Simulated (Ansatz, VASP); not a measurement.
**SbSe2: VASP beside Ansatz**

The input INCAR:

```
PREC = Accurate
ENCUT = 600
EDIFF = 1E-6
ISMEAR = 0
SIGMA = 0.1
LREAL = False
LASPH = True
NELM = 60
ALGO = Normal
ISIF = 3
LWAVE = False
LCHARG = False
GGA = PE
IBRION = 2
NSW = 100
EDIFFG = -0.01
```

Contents of KPOINTS:

```
Automatic mesh
0
Gamma
  12 12 8
```

File POSCAR:

```
SbSe2
1.0
    3.8601260211      0.0000000000      0.0000000000
    0.0000000000      3.8601260211      0.0000000000
    0.0000000000      0.0000000000      5.4882903063
Sb Se
1 2
Direct
    0.0000000000      0.0000000000      0.0000000000
    0.5000000000      0.5000000000      0.2557301438
    0.5000000000      0.5000000000      0.7442698562
```

Input for Ansatz:

```yaml
crystal:
  lattice:
    - [3.8601260211, 0.0, 0.0]
    - [0.0, 3.8601260211, 0.0]
    - [0.0, 0.0, 5.4882903063]
  atoms:
    - { symbol: Sb, position: [0.0, 0.0, 0.0] }
    - { symbol: Se, position: [0.5, 0.5, 0.2557301438] }
    - { symbol: Se, position: [0.5, 0.5, 0.7442698562] }
basis:
  ecutwfc: 420
kpoints:
  mp_grid: { grid: [12, 12, 8] }
hamiltonian:
  xc: pbe
scf:
  occupations: { method: gaussian, width: 0.1 }
  mixing: { preconditioner: kerker }
output:
  forces: true
  eigenvalues: true
  stress: true
relax:
  adjacent_minimum: "off"
  f_tol: 0.01
  max_steps: 80
  cell: { stress_tol: 0.05 }
```

Alike in both runs: task relaxation of cell and atoms; functional PBE; k mesh 12 × 12 × 8; occupations gaussian, width 0.1 eV; no spin polarisation.

|  | VASP | Ansatz |
| --- | --- | --- |
| version | VASP 6.6.1 | Ansatz 0.2.0 |
| potentials or method | VASP PAW PBE potentials, release 64 (Sb, Se), cutoff 600 eV | scalar-relativistic, plane waves, PAW |
| valence electrons in the cell | 17 | 47 |

```csv
,VASP,Ansatz,Ansatz less VASP
"gap on the k mesh at the Fermi level, each at its own relaxed structure (eV)",none,none,-
relaxed volume (Å³/atom),27.31,27.34,+0.028
relaxed length of the cell vector where the two differ most in proportion (Å),3.801,3.803,+0.0022
```

A gap of «none» marks a metal or a gap that the smearing closes. VASP's potentials hold 17 valence electrons a cell and Ansatz's 47, so a difference there can come from the potentials and not from the codes.

Spin-orbit coupling is off throughout.
